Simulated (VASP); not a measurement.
# SiF2 (P4/nmm) in VASP: single point with PBE

Aim: the single point of SiF2 with PBE.

All numbers are computed with VASP 6.6.1; they aren't measurements. Logs are shortened: lines on timing, memory, paths and dates and some standing lists are left out, and cuts for length are marked.

### Step 1. The cell of the first run

The structure is tetragonal, space group P4/nmm (No. 129). Conventional cell: a = 4.693 Å, b = 4.693 Å, c = 5.296 Å, α = 90.00°, β = 90.00°, γ = 90.00°. Si (site symmetry 4mm) has 1 F at 1.61 Å within 2.1 Å. Within 3.1 Å of F (site symmetry -4m2) lie 4 Si at 2.35 Å and 4 F at 2.77 Å. Within 2.1 Å of F (site symmetry 4mm) lie 1 Si at 1.61 Å.

### Step 2. Single point, PBE

Contents of INCAR:

```
SYSTEM = SiF2
PREC = Accurate
ENCUT = 520
EDIFF = 1E-6
ISMEAR = 0
SIGMA = 0.02
LREAL = .FALSE.
LASPH = .TRUE.
NELM = 80
ALGO = Normal
ISIF = 2
LWAVE = .FALSE.
LCHARG = .FALSE.
GGA = PE
NBANDS = 27
```

Contents of KPOINTS:

```
Automatic mesh
0
G
  6 6 6
  0 0 0
```

Contents of POSCAR:

```
SiF2
1.0
    4.6928213449      0.0000000000      0.0000000000
    0.0000000000      4.6928213449      0.0000000000
    0.0000000000      0.0000000000      5.2960455932
Si F
2 4
Direct
    0.0000000000      0.5000000000      0.0251009355
    0.5000000000      0.0000000000      0.9748990645
    0.0000000000      0.0000000000      0.0000000000
    0.5000000000      0.5000000000      0.0000000000
    0.0000000000      0.5000000000      0.7207663528
    0.5000000000      0.0000000000      0.2792336472
```

Potentials or basis: VASP PAW PBE potentials, release 64 (Si, F).

Started as:

```bash
$ cat potpaw_PBE.64/Si/POTCAR potpaw_PBE.64/F/POTCAR > POTCAR
$ mpirun -np 1 vasp_std > vasp.out
```

OUTCAR:

```text
SYSTEM = SiF2
   PREC = Accurate
   ENCUT = 520
   EDIFF = 1E-6
   ISMEAR = 0
   LREAL = .FALSE.
   LASPH = .TRUE.
   NELM = 80
   ISIF = 2
   GGA = PE

 ion  position               nearest neighbor table
   1  0.000  0.500  0.025-   5 1.61   4 2.35   3 2.35   3 2.35   4 2.35
   2  0.500  0.000  0.975-   6 1.61   4 2.35   3 2.35   4 2.35   3 2.35
   3  0.000  0.000  0.000-   1 2.35   2 2.35   1 2.35   2 2.35
   4  0.500  0.500  0.000-   1 2.35   2 2.35   2 2.35   1 2.35
   5  0.000  0.500  0.721-   1 1.61
   6  0.500  0.000  0.279-   2 1.61

  LATTYP: Found a simple tetragonal cell.
 ALAT       =     4.6928213449
 C/A-ratio  =     1.1285419163

  Lattice vectors:

 A1 = (   4.6928213449,   0.0000000000,   0.0000000000)
 A2 = (   0.0000000000,   4.6928213449,   0.0000000000)
 A3 = (   0.0000000000,   0.0000000000,   5.2960455932)

Analysis of symmetry for initial positions (statically):
=====================================================================
 Subroutine PRICEL returns:
 Original cell was already a primitive cell.

 Routine SETGRP: Setting up the symmetry group for a
 simple tetragonal supercell.

 Subroutine GETGRP returns: Found 16 space group operations
 (whereof  8 operations were pure point group operations)
 out of a pool of 16 trial point group operations.

The static configuration has the point symmetry D_2d.
 The point group associated with its full space group is D_4h.

Analysis of symmetry for dynamics (positions and initial velocities):
=====================================================================
 Subroutine PRICEL returns:
 Original cell was already a primitive cell.

 Routine SETGRP: Setting up the symmetry group for a
 simple tetragonal supercell.

 Subroutine GETGRP returns: Found 16 space group operations
 (whereof  8 operations were pure point group operations)
 out of a pool of 16 trial point group operations.

The dynamic configuration has the point symmetry D_2d.
 The point group associated with its full space group is D_4h.

 Subroutine INISYM returns: Found 16 space group operations
 (whereof  8 operations are pure point group operations),
 and found     1 'primitive' translations

----------------------------------------------------------------------------------------

                                     Primitive cell

  volume of cell :     116.6325

  direct lattice vectors                    reciprocal lattice vectors
     4.692821345  0.000000000  0.000000000     0.213091428  0.000000000  0.000000000
     0.000000000  4.692821345  0.000000000     0.000000000  0.213091428  0.000000000
     0.000000000  0.000000000  5.296045593     0.000000000  0.000000000  0.188820127

  length of vectors
     4.692821345  4.692821345  5.296045593     0.213091428  0.213091428  0.188820127

  position of ions in fractional coordinates (direct lattice)
     0.000000000  0.500000000  0.025100935
     0.500000000  0.000000000  0.974899065
     0.000000000  0.000000000  0.000000000
     0.500000000  0.500000000  0.000000000
     0.000000000  0.500000000  0.720766353
     0.500000000  0.000000000  0.279233647

  ion indices of the primitive-cell ions
   primitive index   ion index
                 1           1
                 2           2
                 3           3
                 4           4
                 5           5
                 6           6

----------------------------------------------------------------------------------------

 KPOINTS: Automatic mesh

Automatic generation of k-mesh.
 Grid dimensions read from file:
 generate k-points for:    6    6    6

 Generating k-lattice:

  Cartesian coordinates                     Fractional coordinates (reciprocal lattice)
     0.035515238  0.000000000  0.000000000     0.166666667  0.000000000  0.000000000
     0.000000000  0.035515238  0.000000000     0.000000000  0.166666667  0.000000000
     0.000000000  0.000000000  0.031470021     0.000000000  0.000000000  0.166666667

  Length of vectors
     0.035515238  0.035515238  0.031470021

  Shift w.r.t. Gamma in fractional coordinates (k-lattice)
     0.000000000  0.000000000  0.000000000

 Subroutine IBZKPT returns following result:
 ===========================================

 Found     40 irreducible k-points:

 Following reciprocal coordinates:
            Coordinates               Weight
  0.000000  0.000000  0.000000      1.000000
  0.166667  0.000000  0.000000      4.000000
  0.333333  0.000000  0.000000      4.000000
  0.500000  0.000000  0.000000      2.000000
  0.166667  0.166667  0.000000      4.000000
  0.333333  0.166667  0.000000      8.000000
[... 16 lines left out ...]
  0.333333  0.000000  0.333333      8.000000
  0.500000  0.000000  0.333333      4.000000
 [... further k-points ...]
   k-points           NKPTS =     40   k-points in BZ     NKDIM =     40   number of bands    NBANDS=     27
   number of dos      NEDOS =    301   number of ions     NIONS =      6
   total plane-waves  NPLWV =  51840
   dimension x,y,z NGX =    36 NGY =   36 NGZ =   40
   dimension x,y,z NGXF=    72 NGYF=   72 NGZF=   80
   ions per type =               2   4
   NGX,Y,Z   is equivalent  to a cutoff of  12.75, 12.75, 12.56 a.u.
   NGXF,Y,Z  is equivalent  to a cutoff of  25.51, 25.51, 25.11 a.u.
 SYSTEM =  SiF2
   PREC   = accura    normal or accurate (medium, high low for compatibility)
   ISTART =      0    job   : 0-new  1-cont  2-samecut
   ICHARG =      2    charge: 1-file 2-atom 10-const
   ISPIN  =      1    spin polarized calculation?
   LNONCOLLINEAR =      F non collinear calculations
   LSORBIT =      F    spin-orbit coupling
   LASPH  =      T    aspherical Exc in radial PAW
   ENCUT  =  520.0 eV  38.22 Ry    6.18 a.u.   8.73  8.73  9.85*2*pi/ulx,y,z
   NELM   =     80;   NELMIN=  2; NELMDL= -5     # of ELM steps
   EDIFF  = 0.1E-05   stopping-criterion for ELM
   LREAL  =      F    real-space projection
[... 7 lines left out ...]
   TEBEG  =    0.0;   TEEND  =   0.0 temperature during run
   PSTRESS=    0.0 pullay stress
   NELECT =      36.0000    total number of electrons
   NUPDOWN=      -1.0000    fix difference up-down
   EMIN   =  10.00;   EMAX   =-10.00  energy-range for DOS
   EFERMI =   0.00;   METHOD = LEGACY
   ISMEAR =     0;   SIGMA  =   0.02  broadening in eV -4-tet -1-fermi 0-gaus
   EFERMI_NEDOS =   21; number of points for ismear=-14 and -15
   IALGO  =     38    algorithm
   IMIX   =      4    mixing-type and parameters
     AMIX     =   0.40;   BMIX     =  1.00
     AMIX_MAG =   1.60;   BMIX_MAG =  1.00
  volume/ion in A,a.u.               =      19.44       131.18
  Fermi-wavevector in a.u.,A,eV,Ry     =   1.106375  2.090746 16.654429  1.224066
  Thomas-Fermi vector in A             =   2.242875
   LORBIT       =      0    0 simple, 1 ext, 2 COOP (PROOUT), +10 PAW based schemes
   GGA     = PE    functional components
   LHFCALC =     F    Hartree Fock is set to
   AEXX    =    0.0000 exact exchange contribution
   IVDW    =     0    specifies the selected vdW correction
   LEPSILON=     F    determine dielectric tensor
   LRPA    =     F    only Hartree local field effects (RPA)
 non-spin polarized calculation
 Gauss-broadening in eV      SIGMA  =   0.02
  energy-cutoff  :      520.00
  volume of cell :      116.63
 maximum number of plane-waves:      3176
 NGX is ok and might be reduce to    36
   NGX = 17   NGY = 17   NGZ = 19

 number of electron      35.9999988 magnetization

 Free energy of the ion-electron system (eV)
  ---------------------------------------------------
  ext. energy  EPLUGINS =         0.00000000
  ---------------------------------------------------
  free energy    TOTEN  =       -29.34060433 eV

  energy without entropy =      -29.34060433  energy(sigma->0) =      -29.34060433

 E-fermi :  -0.3446     XC(G=0):  -7.5276

 val. band max:       -0.4581045935   @ k =   0.5000   0.5000   0.5000
 cond. band min:       1.8241039793   @ k =   0.5000   0.5000   0.5000
 fundamental gap:      2.2822085728
 Fermi energy:        -0.3445666949

 k-point     1 :       0.0000    0.0000    0.0000
  band No.  band energies     occupation
      1     -24.5382      2.00000
      2     -24.4281      2.00000
      3     -23.0583      2.00000
      4     -22.9602      2.00000
      5      -7.6574      2.00000
      6      -7.3861      2.00000
[... 19 lines left out ...]
     26       7.9588      0.00000
     27       9.8931      0.00000

 k-point     2 :       0.1667    0.0000    0.0000
  band No.  band energies     occupation
      1     -24.5256      2.00000
      2     -24.4303      2.00000
      3     -23.0574      2.00000
      4     -22.9727      2.00000
      5      -7.7490      2.00000
      6      -7.6420      2.00000
[... 19 lines left out ...]
     26       8.3312      0.00000
     27       9.6943      0.00000

 k-point     3 :       0.3333    0.0000    0.0000
  band No.  band energies     occupation
      1     -24.4948      2.00000
      2     -24.4393      2.00000
      3     -23.0511      2.00000
      4     -23.0023      2.00000
      5      -7.9190      2.00000
      6      -7.9134      2.00000
[... 19 lines left out ...]
     26       8.8305      0.00000
     27       9.9763      0.00000

 k-point     4 :       0.5000    0.0000    0.0000
  band No.  band energies     occupation
      1     -24.4615      2.00000
      2     -24.4615      2.00000
      3     -23.0326      2.00000
      4     -23.0326      2.00000
      5      -8.0041      2.00000
      6      -8.0041      2.00000
[... 19 lines left out ...]
     26       8.0891      0.00000
     27      11.1176      0.00000

 k-point     5 :       0.1667    0.1667    0.0000
  band No.  band energies     occupation
      1     -24.5140      2.00000
      2     -24.4311      2.00000
      3     -23.0573      2.00000
      4     -22.9841      2.00000
      5      -7.8527      2.00000
      6      -7.8332      2.00000
[... 19 lines left out ...]
     26       9.3773      0.00000
     27       9.6115      0.00000

 k-point     6 :       0.3333    0.1667    0.0000
  band No.  band energies     occupation
      1     -24.4857      2.00000
      2     -24.4378      2.00000
      3     -23.0532      2.00000
      4     -23.0112      2.00000
      5      -8.0714      2.00000
      6      -8.0437      2.00000
[... 444 lines left out ...]
      1     -24.5322      2.00000
      2     -24.4331      2.00000
      3     -23.0591      2.00000
      4     -22.9605      2.00000
      5      -7.7092      2.00000
      6      -7.4877      2.00000
[... 19 lines left out ...]
     26       9.5338      0.00000
     27      10.5489      0.00000

 k-point    22 :       0.1667    0.0000    0.3333
  band No.  band energies     occupation
      1     -24.5203      2.00000
      2     -24.4341      2.00000
      3     -23.0582      2.00000
      4     -22.9727      2.00000
      5      -7.8086      2.00000
      6      -7.7340      2.00000
[... 19 lines left out ...]
     26       9.5157      0.00000
     27      10.0543      0.00000

 k-point    23 :       0.3333    0.0000    0.3333
  band No.  band energies     occupation
      1     -24.4913      2.00000
      2     -24.4412      2.00000
      3     -23.0515      2.00000
      4     -23.0025      2.00000
      5      -8.0084      2.00000
      6      -7.9860      2.00000
[... 19 lines left out ...]
     26       9.7033      0.00000
     27       9.7445      0.00000

 k-point    24 :       0.5000    0.0000    0.3333
  band No.  band energies     occupation
      1     -24.4607      2.00000
      2     -24.4607      2.00000
      3     -23.0329      2.00000
      4     -23.0329      2.00000
      5      -8.0874      2.00000
      6      -8.0874      2.00000
[... 19 lines left out ...]
     26       9.3572      0.00000
     27      10.8500      0.00000

 [... further k-points ...]

------------------------ aborting loop because EDIFF is reached ----------------------------------------

  FORCE on cell =-STRESS in cart. coord.  units (eV):
  Direction    XX          YY          ZZ          XY          YZ          ZX
  --------------------------------------------------------------------------------------
  -------------------------------------------------------------------------------------
  Total       -0.1735878     -0.1735878      0.5602579      0.0000000      0.0000000      0.0000000
  in kB       -2.3845691     -2.3845691      7.6962433      0.0000000      0.0000000      0.0000000
  external PRESSURE =       0.9757017 kB  Pullay stress =       0.0000000 kB

 VOLUME and BASIS-vectors are now :
 -----------------------------------------------------------------------------
  energy-cutoff  :      520.00
  volume of cell :      116.63
      direct lattice vectors                 reciprocal lattice vectors
     4.692821345  0.000000000  0.000000000     0.213091428  0.000000000  0.000000000
     0.000000000  4.692821345  0.000000000     0.000000000  0.213091428  0.000000000
     0.000000000  0.000000000  5.296045593     0.000000000  0.000000000  0.188820127

 POSITION                                       TOTAL-FORCE (eV/Angst)
 -----------------------------------------------------------------------------------
      0.00000      2.34641      0.13294        -0.000000     -0.000000      0.229435
      2.34641      0.00000      5.16311        -0.000000      0.000000     -0.229435
      0.00000      0.00000      0.00000        -0.000000      0.000000     -0.000000
      2.34641      2.34641      0.00000         0.000000     -0.000000     -0.000000
      0.00000      2.34641      3.81721         0.000000      0.000000     -0.227926
      2.34641      0.00000      1.47883        -0.000000      0.000000      0.227926
 -----------------------------------------------------------------------------------
    total drift:                                0.000000      0.000000      0.000000

  FREE ENERGIE OF THE ION-ELECTRON SYSTEM (eV)
  ---------------------------------------------------
  free  energy   TOTEN  =       -29.3406043262 eV

  energy  without entropy=      -29.3406043262  energy(sigma->0) =      -29.34060433
```

It took 90 s on 1 thread of Intel Xeon Platinum 8488C (Sapphire Rapids), shared host; peak memory 0.26 GiB.

Results:

| Item | Value |
| --- | --- |
| Free energy | -29.3406 eV |
| Pressure | 0.1 GPa |
| Largest force | 0.229 eV/Å |
| Band gap on the k mesh | 2.28 eV, direct |

Forces on the atoms (eV/Å):
```
Si   0.000  0.000  0.229
Si   0.000  0.000 -0.229
F    0.000  0.000  0.000
F    0.000  0.000  0.000
F    0.000  0.000 -0.228
F    0.000  0.000  0.228
```
